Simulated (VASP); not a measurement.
# Ag in VASP: a series of runs, part 2 of 2

VASP 6.6.1. The steps go on from the part before.

## 4. Single point, PBE

This run uses another cell than the first one, of 20.80 Å³/atom.

The input, INCAR:

```
SYSTEM = Ag
PREC = Accurate
ENCUT = 520
EDIFF = 1E-6
ISMEAR = 0
SIGMA = 0.1
LREAL = .False.
LASPH = .True.
NELM = 100
ALGO = Normal
ISIF = 2
LWAVE = .False.
LCHARG = .False.
GGA = PE
NBANDS = 12
```

The input, KPOINTS:

```
Automatic mesh
0
Gamma
  20 20 20
  0 0 0
```

The input, POSCAR:

```
Ag
1.0
    2.7500580520      0.0000000000      0.0000000000
    0.0000000000      2.7500580520      0.0000000000
    0.0000000000      0.0000000000      2.7500580520
Ag
1
Direct
    0.0000000000      0.0000000000      0.0000000000
```

On the command line:

```sh
$ cat potpaw_PBE.64/Ag/POTCAR > POTCAR
$ mpirun -np 1 vasp_std > vasp.out
```

Wall time 64 s (1 thread of Intel Xeon 8259CL, shared host); peak memory 0.18 GiB.

Results (log left out):

```
Free energy            : -2.3879 eV
Pressure               : -0.1 GPa
Band gap on the k mesh : zero (an odd number of electrons rules out a gap without spin polarisation)
```

Levels at points of the mesh, in eV from the Fermi level:
```tsv
k point	band 3	band 4	band 5	band 6	band 7	band 8
(0.00, 0.00, 0.00)	-5.73	-2.83	-2.83	-2.83	13.87	13.87
(0.50, 0.00, 0.00)	-3.77	-3.77	-2.75	-0.52	1.60	16.95
(0.50, 0.50, 0.00)	-3.60	-3.60	-2.08	3.81	3.81	7.30
(0.50, 0.50, 0.50)	-5.19	-2.03	-2.03	8.38	8.38	8.38
```

## 5. Relaxation of cell and atoms, PBE

The input, INCAR:

```
SYSTEM = Ag
PREC = Accurate
ENCUT = 600
EDIFF = 1E-7
ISMEAR = 0
SIGMA = 0.1
LREAL = .FALSE.
LASPH = .TRUE.
NELM = 60
ALGO = Normal
ISIF = 3
LWAVE = .FALSE.
LCHARG = .FALSE.
GGA = PE
IBRION = 2
NSW = 100
EDIFFG = -0.01
```

The input, KPOINTS:

```
Automatic mesh
0
G
  20 20 20
  0 0 0
```

The input, POSCAR:

```
Ag
1.0
    2.7580786687      0.0000000000      0.0000000000
    0.0000000000      2.7580786687      0.0000000000
    0.0000000000      0.0000000000      2.7580786687
Ag
1
Direct
    0.0000000000      0.0000000000      0.0000000000
```

Potentials or basis: VASP PAW PBE potentials, release 64 (Ag).

On the command line:

```sh
$ cat potpaw_PBE.64/Ag/POTCAR > POTCAR
$ mpirun -np 1 vasp_std > vasp.out
```

OUTCAR:

```text
SYSTEM = Ag
   PREC = Accurate
   ENCUT = 600
   EDIFF = 1E-7
   ISMEAR = 0
   LREAL = .FALSE.
   LASPH = .TRUE.
   NELM = 60
   ISIF = 3
   GGA = PE
   IBRION = 2
   NSW = 100
   EDIFFG = -0.01

 ion  position               nearest neighbor table
   1  0.000  0.000  0.000-

  LATTYP: Found a simple cubic cell.
 ALAT       =     2.7580786687

  Lattice vectors:

 A1 = (   2.7580786687,   0.0000000000,   0.0000000000)
 A2 = (   0.0000000000,   2.7580786687,   0.0000000000)
 A3 = (   0.0000000000,   0.0000000000,   2.7580786687)

Analysis of symmetry for initial positions (statically):
=====================================================================
 Subroutine PRICEL returns:
 Original cell was already a primitive cell.

[... 245 lines left out ...]
  free energy    TOTEN  =        -2.38781255 eV

  energy without entropy =       -2.38631553  energy(sigma->0) =       -2.38706404

 E-fermi :   5.9625     XC(G=0): -10.9816

 val. band max:        5.8739176893   @ k =   0.5000   0.1000   0.0000
 cond. band min:       5.9746586483   @ k =   0.3500   0.2500   0.2500
 fundamental gap:      0.1007409589
 Fermi energy:         5.9625189729

 k-point     1 :       0.0000    0.0000    0.0000
  band No.  band energies     occupation
      1      -0.4349      2.00000
      2       0.2257      2.00000
      3       0.2257      2.00000
      4       3.1280      2.00000
      5       3.1280      2.00000
      6       3.1280      2.00000
      7      19.8472      0.00000
      8      19.8472      0.00000
      9      19.8472      0.00000
[... 265 lines left out ...]
 k-point    24 :       0.2000    0.1000    0.0000
  band No.  band energies     occupation
      1       0.2949      2.00000
      2       0.5057      2.00000
      3       1.0847      2.00000
      4       2.7134      2.00000
      5       2.7920      2.00000
      6       3.0640      2.00000
      7      15.1433      0.00000
      8      18.9771      0.00000
      9      21.4494      0.00000

 [... further k-points ...]
[... 5 lines left out ...]
  --------------------------------------------------------------------------------------
  -------------------------------------------------------------------------------------
  Total        0.0002001      0.0002001      0.0002001      0.0000000      0.0000000     -0.0000000
  in kB        0.0154360      0.0154360      0.0154360      0.0000000      0.0000000     -0.0000000
  external PRESSURE =       0.0154360 kB  Pullay stress =       0.0000000 kB
[... 16 lines left out ...]
  FREE ENERGIE OF THE ION-ELECTRON SYSTEM (eV)
  ---------------------------------------------------
  free  energy   TOTEN  =        -2.3878125542 eV

  energy  without entropy=       -2.3863155320  energy(sigma->0) =       -2.38706404

 reached required accuracy - stopping structural energy minimisation
```

CONTCAR:

```text
Ag
   1.00000000000000
     2.7485893271413571   -0.0000000000000000   -0.0000000000000000
    -0.0000000000000000    2.7485893271413571   -0.0000000000000000
     0.0000000000000000    0.0000000000000000    2.7485893271413571
  Ag
     1
Direct
     0.0000000000000000    0.0000000000000000    0.0000000000000000

  0.00000000E+00  0.00000000E+00  0.00000000E+00
```

Run time: 2.3 min. Hardware: 1 thread of Intel Xeon 8259CL, shared host; peak memory 0.21 GiB.

What came out:

```yaml
Free_energy: -2.3878 eV
Relaxed_volume: 20.76 Å³/atom
Relaxed_cell: a = 2.749 Å, b = 2.749 Å, c = 2.749 Å, α = 90.00°, β = 90.00°, γ = 90.00°
Space_group_after_relaxing_to_0.1_Å: Pm-3m (No. 221)
Energy_gained_by_relaxing: 0.5 meV/atom
Ionic_steps: 3
Pressure_after_relaxing: 0.0 GPa
Band_gap_on_the_k_mesh: zero (an odd number of electrons rules out a gap without spin polarisation)
```

The path:
```csv
step,energy change (eV),largest force (eV/Å),pressure (GPa),volume (Å³)
1,0.0000,0.0000,-0.67,20.98
2,-0.0004,0.0000,0.17,20.72
3,-0.0005,0.0000,0.00,20.76
```

Final structure:
```cif
data_structure
_symmetry_space_group_name_H-M 'P 1'
_symmetry_Int_Tables_number 1
_cell_length_a 2.7486
_cell_length_b 2.7486
_cell_length_c 2.7486
_cell_angle_alpha 90.000
_cell_angle_beta 90.000
_cell_angle_gamma 90.000
_cell_volume 20.76
loop_
_atom_site_label
_atom_site_type_symbol
_atom_site_fract_x
_atom_site_fract_y
_atom_site_fract_z
_atom_site_occupancy
Ag1 Ag 0.00000 0.00000 0.00000 1
```

## 6. Relaxation of cell and atoms, PBE

This run uses another cell than the first one, of 20.18 Å³/atom.

The input, INCAR:

```
  PREC = Accurate
  ENCUT = 600
  EDIFF = 1E-6
  ISMEAR = 0
  SIGMA = 0.1
  LREAL = False
  LASPH = True
  NELM = 60
  ALGO = Fast
  ISIF = 3
  LWAVE = False
  LCHARG = False
  GGA = PE
  IBRION = 2
  NSW = 100
  EDIFFG = -0.01
```

The input, KPOINTS:

```
regular mesh
0
Gamma
  20 20 20
```

The input, POSCAR:

```
Ag
1.0
    2.7003703555      0.0000000000      0.0000000000
    0.0000000000      2.7003703555      0.0000000000
    0.0000000000      0.0000000000      2.7667878904
Ag
1
Direct
    0.0000000000      0.0000000000      0.0000000000
```

Potentials or basis: VASP PAW PBE potentials, release 64 (Ag).

On the command line:

```sh
$ cat potpaw_PBE.64/Ag/POTCAR > POTCAR
$ mpirun -np 1 vasp_std > vasp.out
```

OUTCAR:

```text
PREC = Accurate
   ENCUT = 600
   EDIFF = 1E-6
   ISMEAR = 0
   LREAL = False
   LASPH = True
   NELM = 60
   ISIF = 3
   GGA = PE
   IBRION = 2
   NSW = 100
   EDIFFG = -0.01

 ion  position               nearest neighbor table
   1  0.000  0.000  0.000-

  LATTYP: Found a simple tetragonal cell.
 ALAT       =     2.7003703555
 C/A-ratio  =     1.0245957132

  Lattice vectors:

 A1 = (   2.7003703555,   0.0000000000,   0.0000000000)
 A2 = (   0.0000000000,   2.7003703555,   0.0000000000)
 A3 = (   0.0000000000,   0.0000000000,   2.7667878904)

Analysis of symmetry for initial positions (statically):
=====================================================================
 Subroutine PRICEL returns:
 Original cell was already a primitive cell.

 Routine SETGRP: Setting up the symmetry group for a
 simple tetragonal supercell.

 Subroutine GETGRP returns: Found 16 space group operations
 (whereof 16 operations were pure point group operations)
 out of a pool of 16 trial point group operations.

[... 169 lines left out ...]
  --------------------------------------------------------------------------------------
  -------------------------------------------------------------------------------------
  Total        0.4811606      0.4811606     -0.1006917      0.0000000      0.0000000     -0.0000000
  in kB       38.2100977     38.2100977     -7.9961651      0.0000000      0.0000000     -0.0000000
  external PRESSURE =      22.8080101 kB  Pullay stress =       0.0000000 kB
[... 127 lines left out ...]
--------------------------------------- Ionic step        5  -------------------------------------------

 number of electron      10.9999996 magnetization

 Free energy of the ion-electron system (eV)
  ---------------------------------------------------
  ext. energy  EPLUGINS =         0.00000000
  ---------------------------------------------------
  free energy    TOTEN  =        -2.38736954 eV

  energy without entropy =       -2.38587327  energy(sigma->0) =       -2.38662141

 E-fermi :   5.9641     XC(G=0): -10.9824

 val. band max:        5.8772550427   @ k =   0.1000   0.0000   0.5000
 cond. band min:       5.9759574683   @ k =   0.3500   0.2500   0.2500
 fundamental gap:      0.0987024256
 Fermi energy:         5.9641472339

 k-point     1 :       0.0000    0.0000    0.0000
  band No.  band energies     occupation
      1      -0.4342      2.00000
      2       0.2256      2.00000
      3       0.2282      2.00000
      4       3.1288      2.00000
      5       3.1303      2.00000
      6       3.1303      2.00000
      7      19.8428      0.00000
      8      19.8428      0.00000
      9      19.8643      0.00000
[... 265 lines left out ...]
 k-point    24 :       0.2000    0.1000    0.0000
  band No.  band energies     occupation
      1       0.2935      2.00000
      2       0.5075      2.00000
      3       1.0862      2.00000
      4       2.7144      2.00000
      5       2.7949      2.00000
      6       3.0664      2.00000
      7      15.1406      0.00000
      8      18.9734      0.00000
      9      21.4658      0.00000

 [... further k-points ...]
[... 5 lines left out ...]
  --------------------------------------------------------------------------------------
  -------------------------------------------------------------------------------------
  Total       -0.0084904     -0.0084904      0.0050576      0.0000000     -0.0000000      0.0000000
  in kB       -0.6551976     -0.6551976      0.3902878      0.0000000     -0.0000000      0.0000000
  external PRESSURE =      -0.3067025 kB  Pullay stress =       0.0000000 kB
[... 16 lines left out ...]
  FREE ENERGIE OF THE ION-ELECTRON SYSTEM (eV)
  ---------------------------------------------------
  free  energy   TOTEN  =        -2.3873695447 eV

  energy  without entropy=       -2.3858732688  energy(sigma->0) =       -2.38662141

 reached required accuracy - stopping structural energy minimisation
```

It took 1.7 min on 1 thread of Intel Xeon 6975P-C (Granite Rapids), shared host; peak memory 0.31 GiB.

Results:

```
Free energy                           : -2.3874 eV
Relaxed volume                        : 20.76 Å³/atom
Relaxed cell                          : a = 2.749 Å, b = 2.749 Å, c = 2.747 Å, α = 90.00°, β = 90.00°, γ = 90.00°
Space group after relaxing (to 0.1 Å) : Pm-3m (No. 221)
Energy gained by relaxing             : 8.4 meV/atom
Ionic steps                           : 5
Pressure after relaxing               : 0.0 GPa
Band gap on the k mesh                : zero (an odd number of electrons rules out a gap without spin polarisation)
```

Step by step:
| step | energy change (eV) | largest force (eV/Å) | pressure (GPa) | volume (Å³) |
| --- | --- | --- | --- | --- |
| 1 | 0.0000 | 0.0000 | 2.28 | 20.18 |
| 2 | -0.0076 | 0.0000 | -0.82 | 21.02 |
| 3 | -0.0083 | 0.0000 | -0.15 | 20.82 |
| 4 | -0.0083 | 0.0000 | -0.24 | 20.83 |
| 5 | -0.0084 | 0.0000 | -0.03 | 20.76 |

Final structure:
```
Ag
1.0
     2.74895    0.00000    0.00000
     0.00000    2.74895    0.00000
     0.00000    0.00000    2.74747
Ag
1
Direct
  0.00000 0.00000 0.00000
```

## 7. The runs side by side

```csv
task,cell,k mesh,cutoff (eV),gap on the mesh (eV),pressure (GPa),relaxed volume (Å³/atom)
single point,"a = 2.758 Å, 1 atom",6 × 6 × 6,520,none,-0.5,-
relaxation of cell and atoms,"relaxed from a = 2.630 Å, 1 atom",6 × 6 × 6,600,none,0.1,20.81
single point,"a = 2.750 Å, 1 atom",20 × 20 × 20,520,none,-0.1,-
relaxation of cell and atoms,"relaxed from a = 2.758 Å, 1 atom",20 × 20 × 20,600,none,0.0,20.76
relaxation of cell and atoms,"relaxed from a = 2.700, b = 2.700, c = 2.767 Å, 1 atom",20 × 20 × 20,600,none,0.0,20.76
```

Alike in all rows: level PBE; potentials or basis VASP PAW PBE potentials, release 64 (Ag); no spin polarisation; smearing gaussian 0.1 eV.

Caveats: some runs use coarse meshes.

Total energies depend on the potentials used, so only differences within one code and one set of settings carry meaning.

The gap in the log of VASP goes by the Fermi energy; the results here count the filled bands.